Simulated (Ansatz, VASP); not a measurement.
## Two plane-wave programs on CsNiCl3

File INCAR:

```
PREC = Accurate
ENCUT = 520
EDIFF = 1E-6
ISMEAR = 0
SIGMA = 0.05
LREAL = False
LASPH = True
NELM = 150
ALGO = Normal
ISIF = 2
LWAVE = False
LCHARG = False
ISPIN = 2
MAGMOM = 0 0 2 2 0 0 0 0 0 0
LORBIT = 11
LMAXMIX = 4
LDAU = True
LDAUTYPE = 2
LDAUL = -1 2 -1
LDAUU = 0 4 0
LDAUJ = 0 0 0
LDAUPRINT = 1
GGA = CA
NBANDS = 55
```

Contents of KPOINTS:

```
Automatic mesh
0
Gamma
  3 3 3
```

File POSCAR:

```
CsNiCl3
1.0
    7.1710011300      0.0000000000      0.0000000000
   -3.5855005700      6.2102691500      0.0000000000
    0.0000000000      0.0000000000      5.9440002800
Cs Ni Cl
2 2 6
Direct
    0.3333333333      0.6666666667      0.7500000000
    0.6666666667      0.3333333333      0.2500000000
    0.0000000000      0.0000000000      0.0000000000
    0.0000000000      0.0000000000      0.5000000000
    0.1534600000      0.3069200000      0.2500000000
    0.8465400000      0.1534600000      0.7500000000
    0.6930800000      0.8465400000      0.2500000000
    0.8465400000      0.6930800000      0.7500000000
    0.1534600000      0.8465400000      0.2500000000
    0.3069200000      0.1534600000      0.7500000000
```

Input for Ansatz:

```yaml
crystal:
  lattice:
    - [7.17100113, 0.0, 0.0]
    - [-3.58550057, 6.21026915, 0.0]
    - [0.0, 0.0, 5.94400028]
  atoms:
    - { symbol: Cs, position: [0.3333333333, 0.6666666667, 0.75] }
    - { symbol: Cs, position: [0.6666666667, 0.3333333333, 0.25] }
    - { symbol: Ni, position: [0.0, 0.0, 0.0], spin: 2.0 }
    - { symbol: Ni, position: [0.0, 0.0, 0.5], spin: 2.0 }
    - { symbol: Cl, position: [0.15346, 0.30692, 0.25] }
    - { symbol: Cl, position: [0.84654, 0.15346, 0.75] }
    - { symbol: Cl, position: [0.69308, 0.84654, 0.25] }
    - { symbol: Cl, position: [0.84654, 0.69308, 0.75] }
    - { symbol: Cl, position: [0.15346, 0.84654, 0.25] }
    - { symbol: Cl, position: [0.30692, 0.15346, 0.75] }
basis:
  ecutwfc: 420
  ecutrho_ratio: 4
kpoints:
  mp_grid: { grid: [3, 3, 3] }
hamiltonian:
  xc: lda
  hubbard:
    sites: [{ site: 2, l: d, u_eff: 4.0 }, { site: 3, l: d, u_eff: 4.0 }]
scf:
  occupations: { method: gaussian, width: 0.05 }
  lower_state_search: "off"
  max_iter: 150
output:
  forces: true
  stress: true
  eigenvalues: true
  populations: true
  hubbard: { sites: [{ site: 2, l: d }, { site: 3, l: d }] }
magnetization:
  spin_polarized: true
```

Alike in both runs: task single point; functional LDA; k mesh 3 × 3 × 3; occupations gaussian, width 0.05 eV; collinear spin; Hubbard terms Ni d U = 4.0 eV.

```csv
,VASP,Ansatz
version,VASP 6.6.1,Ansatz 0.2.0
potentials or method,"VASP PAW LDA potentials, release 64 (Cs_sv, Ni, Cl), cutoff 520 eV","scalar-relativistic, plane waves, PAW"
valence electrons in the cell,80,96
```

```csv
,VASP,Ansatz,Ansatz less VASP
gap on the k mesh at the Fermi level (eV),1.98,1.90,-0.080
least direct gap on the mesh (eV),1.98,1.90,-0.080
pressure (GPa),-3.7,-3.2,+0.46
"traceless stress, the component that is largest in VASP (GPa)",-0.28,-0.13,+0.156
rms of the force components (eV/Å),0.243,0.196,-0.0472
net moment per atom (μB),0.40,0.40,0.000
size of the moment on the site where the two differ most (μB),1.56,1.54,-0.020
```

LDA's correlation is that of Perdew and Zunger in VASP and of Perdew and Wang (1992) in Ansatz. Site moments also hang on the region over which each program counts them. The programs project onto different local orbitals, so the same U acts differently, and such runs can settle in different states. Atom by atom the forces differ by 0.047 eV/Å (rms over components). VASP's potentials hold 80 valence electrons a cell and Ansatz's 96, so a difference there can come from the potentials and not from the codes.

Spin-orbit coupling is off throughout.
